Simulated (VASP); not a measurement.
Input of a VASP 6.6.1 run:

File POSCAR:

```
NaH
1.0
    4.0308165446      0.0000000000      0.0000000000
   -2.0154082723      3.4907895256      0.0000000000
    0.0000000000      0.0000000000      4.9229887536
Na H
2 2
Direct
    0.3333333333      0.6666666667     -0.0624996803
    0.6666666667      0.3333333333      0.4375003197
    0.3333333333      0.6666666667      0.4374996803
    0.6666666667      0.3333333333      0.9374996803
```

The input INCAR.step1:

```
SYSTEM = NaH
ALGO = Normal
EDIFF = 1E-4
ENCUT = 520
GGA = PE
ISMEAR = 0
LASPH = .True.
LCHARG = .False.
LREAL = .False.
LWAVE = .True.
NBANDS = 16
NELM = 80
PREC = Accurate
SIGMA = 0.01
```

Contents of INCAR.step2:

```
SYSTEM = NaH
ALGO = Normal
EDIFF = 1E-6
ENCUT = 520
ISIF = 2
ISMEAR = 0
ISTART = 1
LASPH = .True.
LCHARG = .False.
LMIXTAU = .True.
LREAL = .False.
LWAVE = .False.
METAGGA = R2SCAN
NBANDS = 16
NELM = 80
PREC = Accurate
SIGMA = 0.01
```

Contents of KPOINTS:

```
k-points
0
Gamma
  6 6 4
  0 0 0
```

Potentials or basis: VASP PAW PBE potentials, release 64 (Na_pv, H).

Command:

```sh
$ cat potpaw_PBE.64/Na_pv/POTCAR potpaw_PBE.64/H/POTCAR > POTCAR
$ cp INCAR.step1 INCAR
$ mpirun -np 1 vasp_std > vasp.out
$ cp INCAR.step2 INCAR
$ mpirun -np 1 vasp_std > vasp.out
```

Q: What does it give for the pressure?

A: -1.3 GPa.

Q: What does it give for the band gap on the k mesh?

A: 3.66 eV, indirect (least direct gap 4.52 eV).

Stress tensor (GPa, compression positive):
```
-1.22  0.00  0.00
 0.00 -1.22  0.00
 0.00  0.00 -1.32
```

Caveat: the PAW data sets were made with another functional, which shifts forces and pressure a little. A k mesh can miss the band edges.
